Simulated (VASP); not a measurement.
# SnTe (Fm-3m) in VASP: density of states with PBEsol

Aim: the density of states of SnTe with PBEsol.

Everything below comes from runs of VASP 6.6.1. Logs are shortened: lines on timing, memory, paths and dates and some standing lists are left out, and cuts for length are marked.

## (1) The cell of the first run

The structure is cubic, space group Fm-3m (No. 225). The conventional cell has a = 6.288 Å, b = 6.288 Å, c = 6.288 Å, α = 90.00°, β = 90.00°, γ = 90.00°. Sn (site symmetry m-3m) has 6 Te at 3.14 Å within 4.1 Å. Te (site symmetry m-3m) has 6 Sn at 3.14 Å within 4.1 Å.

## (2) Density of states, PBEsol

POSCAR reads:

```
SnTe
1.0
    0.0000000000      3.1440892064      3.1440892064
    3.1440892064      0.0000000000      3.1440892064
    3.1440892064      3.1440892064      0.0000000000
Sn Te
1 1
Direct
    0.5000000000      0.5000000000      0.5000000000
    0.0000000000      0.0000000000      0.0000000000
```

INCAR.step1 reads:

```
SYSTEM = SnTe
ALGO = Normal ; EDIFF = 1E-7
ENCUT = 520 ; GGA = PS
ISIF = 2 ; ISMEAR = 0
LASPH = .TRUE. ; LCHARG = .TRUE.
LREAL = .FALSE. ; LWAVE = .FALSE.
NBANDS = 17 ; NELM = 60
PREC = Accurate ; SIGMA = 0.05
```

KPOINTS.step1 reads:

```
k-points
0
G
  8 8 8
  0 0 0
```

INCAR.step2 reads:

```
SYSTEM = SnTe
ALGO = Normal ; EDIFF = 1E-7
ENCUT = 520 ; GGA = PS
ICHARG = 11 ; ISIF = 2
ISMEAR = -5 ; LASPH = .TRUE.
LCHARG = .FALSE. ; LORBIT = 10
LREAL = .FALSE. ; LWAVE = .FALSE.
NEDOS = 2001 ; NELM = 60
PREC = Accurate ; SIGMA = 0.05
```

KPOINTS.step2 reads:

```
k-points
0
G
  12 12 12
  0 0 0
```

Potentials or basis: VASP PAW PBE potentials, release 64 (Sn_d, Te).

Started as:

```console
$ cat potpaw_PBE.64/Sn_d/POTCAR potpaw_PBE.64/Te/POTCAR > POTCAR
$ cp INCAR.step1 INCAR
$ cp KPOINTS.step1 KPOINTS
$ mpirun -np 1 vasp_std > vasp.out
$ cp INCAR.step2 INCAR
$ cp KPOINTS.step2 KPOINTS
$ mpirun -np 1 vasp_std > vasp.out
```

OUTCAR:

```text
SYSTEM = SnTe
   EDIFF = 1E-7
   ENCUT = 520
   GGA = PS
   ICHARG = 11
   ISIF = 2
   ISMEAR = -5
   LASPH = .TRUE.
   LORBIT = 10
   LREAL = .FALSE.
   NELM = 60
   PREC = Accurate

 ion  position               nearest neighbor table
   1  0.500  0.500  0.500-   2 3.14   2 3.14   2 3.14   2 3.14   2 3.14   2 3.14
   2  0.000  0.000  0.000-   1 3.14   1 3.14   1 3.14   1 3.14   1 3.14   1 3.14

  LATTYP: Found a face centered cubic cell.
 ALAT       =     6.2881784128

  Lattice vectors:

 A1 = (   0.0000000000,   3.1440892064,   3.1440892064)
 A2 = (   3.1440892064,   0.0000000000,   3.1440892064)
 A3 = (   3.1440892064,   3.1440892064,   0.0000000000)

Analysis of symmetry for initial positions (statically):
=====================================================================
 Subroutine PRICEL returns:
 Original cell was already a primitive cell.

 Routine SETGRP: Setting up the symmetry group for a
 face centered cubic supercell.

 Subroutine GETGRP returns: Found 48 space group operations
 (whereof 48 operations were pure point group operations)
 out of a pool of 48 trial point group operations.

The static configuration has the point symmetry O_h .

Analysis of symmetry for dynamics (positions and initial velocities):
=====================================================================
 Subroutine PRICEL returns:
 Original cell was already a primitive cell.

 Routine SETGRP: Setting up the symmetry group for a
 face centered cubic supercell.

 Subroutine GETGRP returns: Found 48 space group operations
 (whereof 48 operations were pure point group operations)
 out of a pool of 48 trial point group operations.

The dynamic configuration has the point symmetry O_h .

 Subroutine INISYM returns: Found 48 space group operations
 (whereof 48 operations are pure point group operations),
 and found     1 'primitive' translations

----------------------------------------------------------------------------------------

                                     Primitive cell

  volume of cell :      62.1605

  direct lattice vectors                    reciprocal lattice vectors
     0.000000000  3.144089206  3.144089206    -0.159028567  0.159028567  0.159028567
     3.144089206  0.000000000  3.144089206     0.159028567 -0.159028567  0.159028567
     3.144089206  3.144089206  0.000000000     0.159028567  0.159028567 -0.159028567

  length of vectors
     4.446413597  4.446413597  4.446413597     0.275445557  0.275445557  0.275445557

  position of ions in fractional coordinates (direct lattice)
     0.500000000  0.500000000  0.500000000
     0.000000000  0.000000000  0.000000000

  ion indices of the primitive-cell ions
   primitive index   ion index
                 1           1
                 2           2

----------------------------------------------------------------------------------------

 KPOINTS: k-points

Automatic generation of k-mesh.
 Grid dimensions read from file:
 generate k-points for:   12   12   12

 Generating k-lattice:

  Cartesian coordinates                     Fractional coordinates (reciprocal lattice)
    -0.013252381  0.013252381  0.013252381     0.083333333  0.000000000  0.000000000
     0.013252381 -0.013252381  0.013252381     0.000000000  0.083333333  0.000000000
     0.013252381  0.013252381 -0.013252381     0.000000000  0.000000000  0.083333333

  Length of vectors
     0.022953796  0.022953796  0.022953796

  Shift w.r.t. Gamma in fractional coordinates (k-lattice)
     0.000000000  0.000000000  0.000000000

 TETIRR: Found    247 inequivalent tetrahedra from    10368

 Subroutine IBZKPT returns following result:
 ===========================================

 Found     72 irreducible k-points:

 Following reciprocal coordinates:
            Coordinates               Weight
  0.000000  0.000000  0.000000      1.000000
  0.083333  0.000000  0.000000      8.000000
  0.166667  0.000000  0.000000      8.000000
  0.250000  0.000000  0.000000      8.000000
  0.333333  0.000000  0.000000      8.000000
  0.416667  0.000000  0.000000      8.000000
[... 16 lines left out ...]
  0.500000  0.166667  0.000000     24.000000
 -0.416667  0.166667  0.000000     24.000000
 [... further k-points ...]
   k-points           NKPTS =     72   k-points in BZ     NKDIM =     72   number of bands    NBANDS=     14
   number of dos      NEDOS =   2001   number of ions     NIONS =      2
   total plane-waves  NPLWV =  46656
   dimension x,y,z NGX =    36 NGY =   36 NGZ =   36
   dimension x,y,z NGXF=    72 NGYF=   72 NGZF=   72
   ions per type =               1   1
   NGX,Y,Z   is equivalent  to a cutoff of  13.46, 13.46, 13.46 a.u.
   NGXF,Y,Z  is equivalent  to a cutoff of  26.92, 26.92, 26.92 a.u.
 SYSTEM =  SnTe
   PREC   = accura    normal or accurate (medium, high low for compatibility)
   ISTART =      0    job   : 0-new  1-cont  2-samecut
   ICHARG =     11    charge: 1-file 2-atom 10-const
   ISPIN  =      1    spin polarized calculation?
   LNONCOLLINEAR =      F non collinear calculations
   LSORBIT =      F    spin-orbit coupling
   LASPH  =      T    aspherical Exc in radial PAW
   ENCUT  =  520.0 eV  38.22 Ry    6.18 a.u.   8.27  8.27  8.27*2*pi/ulx,y,z
   NELM   =     60;   NELMIN=  2; NELMDL=  0     # of ELM steps
   EDIFF  = 0.1E-06   stopping-criterion for ELM
   LREAL  =      F    real-space projection
   EDIFFG = 0.1E-05   stopping-criterion for IOM
   NSW    =      0    number of steps for IOM
   IBRION =     -1    ionic relax: 0-MD 1-quasi-New 2-CG
   NFREE  =      0    steps in history (QN), initial steepest desc. (CG)
   ISIF   =      2    stress and relaxation
   ISYM   =      2    0-nonsym 1-usesym 2-fastsym
   POTIM  = 0.5000    time-step for ionic-motion
   TEBEG  =    0.0;   TEEND  =   0.0 temperature during run
   PSTRESS=    0.0 pullay stress
   NELECT =      20.0000    total number of electrons
   NUPDOWN=      -1.0000    fix difference up-down
   EMIN   =  10.00;   EMAX   =-10.00  energy-range for DOS
   EFERMI =   0.00;   METHOD = LEGACY
   ISMEAR =    -5;   SIGMA  =   0.05  broadening in eV -4-tet -1-fermi 0-gaus
   EFERMI_NEDOS =   21; number of points for ismear=-14 and -15
   IALGO  =     38    algorithm
   IMIX   =      4    mixing-type and parameters
     AMIX     =   0.40;   BMIX     =  1.00
     AMIX_MAG =   1.60;   BMIX_MAG =  1.00
  volume/ion in A,a.u.               =      31.08       209.74
  Fermi-wavevector in a.u.,A,eV,Ry     =   1.121794  2.119884 17.121883  1.258423
  Thomas-Fermi vector in A             =   2.258450
   LORBIT       =     10    0 simple, 1 ext, 2 COOP (PROOUT), +10 PAW based schemes
   GGA     = PS    functional components
   LHFCALC =     F    Hartree Fock is set to
   AEXX    =    0.0000 exact exchange contribution
   IVDW    =     0    specifies the selected vdW correction
   LEPSILON=     F    determine dielectric tensor
   LRPA    =     F    only Hartree local field effects (RPA)
 non-spin polarized calculation
 Fermi weights with tetrahedron method with Bloechl corrections
  energy-cutoff  :      520.00
  volume of cell :       62.16
 maximum number of plane-waves:      1700
 NGX is ok and might be reduce to    36

 number of electron      19.9999998 magnetization

 Free energy of the ion-electron system (eV)
  ---------------------------------------------------
  ext. energy  EPLUGINS =         0.00000000
  ---------------------------------------------------
  free energy    TOTEN  =        -8.33920758 eV

  energy without entropy =       -8.33920758  energy(sigma->0) =       -8.33920758

 E-fermi :   6.8292     XC(G=0):  -9.6826

 val. band max:        6.8288754276   @ k =   0.5000   0.0000   0.0000
 cond. band min:       6.9902550887   @ k =   0.5000   0.0000   0.0000
 fundamental gap:      0.1613796612
 Fermi energy:         6.8291552444

 k-point     1 :       0.0000    0.0000    0.0000
  band No.  band energies     occupation
      1     -14.9075      2.00000
      2     -14.9075      2.00000
      3     -14.8972      2.00000
      4     -14.8972      2.00000
      5     -14.8972      2.00000
      6      -5.9832      2.00000
      7       2.1970      2.00000
      8       4.7352      2.00000
      9       4.7352      2.00000
     10       4.7352      2.00000
     11      10.2295      0.00000
     12      10.2295      0.00000
     13      10.2295      0.00000
     14      11.5888      0.00000

 k-point     2 :       0.0833    0.0000    0.0000
  band No.  band energies     occupation
      1     -14.9078      2.00000
      2     -14.9078      2.00000
      3     -14.8971      2.00000
      4     -14.8968      2.00000
      5     -14.8968      2.00000
      6      -5.9235      2.00000
      7       1.8389      2.00000
      8       4.7448      2.00000
      9       4.7448      2.00000
     10       4.9957      2.00000
     11       9.8819      0.00000
     12       9.8819      0.00000
     13       9.8935      0.00000
     14      11.5232      0.00000

 k-point     3 :       0.1667    0.0000    0.0000
  band No.  band energies     occupation
      1     -14.9086      2.00000
      2     -14.9086      2.00000
      3     -14.8968      2.00000
      4     -14.8956      2.00000
      5     -14.8956      2.00000
      6      -5.7487      2.00000
      7       1.0601      2.00000
      8       4.7775      2.00000
      9       4.7775      2.00000
     10       5.4860      2.00000
     11       9.1714      0.00000
     12       9.1714      0.00000
     13       9.2058      0.00000
     14      11.5584      0.00000
[... 324 lines left out ...]
 k-point    23 :       0.5000    0.1667    0.0000
  band No.  band energies     occupation
      1     -14.9158      2.00000
      2     -14.9100      2.00000
      3     -14.8954      2.00000
      4     -14.8910      2.00000
      5     -14.8892      2.00000
      6      -4.6188      2.00000
      7      -1.1711      2.00000
      8       3.5856      2.00000
      9       4.2761      2.00000
     10       5.1441      2.00000
     11       8.4580      0.00000
     12       8.4889      0.00000
     13       9.6836      0.00000
     14      12.2708      0.00000

 k-point    24 :      -0.4167    0.1667    0.0000
  band No.  band energies     occupation
      1     -14.9148      2.00000
      2     -14.9112      2.00000
      3     -14.8945      2.00000
      4     -14.8911      2.00000
      5     -14.8897      2.00000
      6      -4.5757      2.00000
      7      -1.2641      2.00000
      8       3.3261      2.00000
      9       4.5672      2.00000
     10       5.4942      2.00000
     11       8.0028      0.00000
     12       8.1225      0.00000
     13       9.9810      0.00000
     14      13.3570      0.00000

 [... further k-points ...]
[... 5 lines left out ...]
  --------------------------------------------------------------------------------------
  -------------------------------------------------------------------------------------
  Total        0.0840906      0.0840906      0.0840906     -0.0000000     -0.0000000      0.0000000
  in kB        2.1674231      2.1674231      2.1674231     -0.0000000     -0.0000000      0.0000000
  external PRESSURE =       2.1674231 kB  Pullay stress =       0.0000000 kB

 VOLUME and BASIS-vectors are now :
 -----------------------------------------------------------------------------
  energy-cutoff  :      520.00
  volume of cell :       62.16
      direct lattice vectors                 reciprocal lattice vectors
     0.000000000  3.144089206  3.144089206    -0.159028567  0.159028567  0.159028567
     3.144089206  0.000000000  3.144089206     0.159028567 -0.159028567  0.159028567
     3.144089206  3.144089206  0.000000000     0.159028567  0.159028567 -0.159028567

 POSITION                                       TOTAL-FORCE (eV/Angst)
 -----------------------------------------------------------------------------------
      3.14409      3.14409      3.14409        -0.000000      0.000000      0.000000
      0.00000      0.00000      0.00000         0.000000     -0.000000     -0.000000
 -----------------------------------------------------------------------------------
    total drift:                                0.000000      0.000000      0.000000

  FREE ENERGIE OF THE ION-ELECTRON SYSTEM (eV)
  ---------------------------------------------------
  free  energy   TOTEN  =        -8.3392075756 eV

  energy  without entropy=       -8.3392075756  energy(sigma->0) =       -8.33920758

 total charge

# of ion       s       p       d       tot
------------------------------------------
    1        1.361   0.747   9.987  12.095
    2        1.384   1.957   0.031   3.372
--------------------------------------------------
tot          2.745   2.704  10.018  15.467
```

Run time: 42 s. Hardware: 1 thread of Intel Xeon 6975P-C (Granite Rapids), shared host; peak memory 0.23 GiB.

Results:

| Item | Value |
| --- | --- |
| Valence electrons inside the program's atomic spheres | Sn 12.10; Te 3.37 |

Caveat: the PAW data sets were made with another functional, which shifts forces and pressure a little; spin-orbit coupling is left out, which moves the levels of the heavy elements.
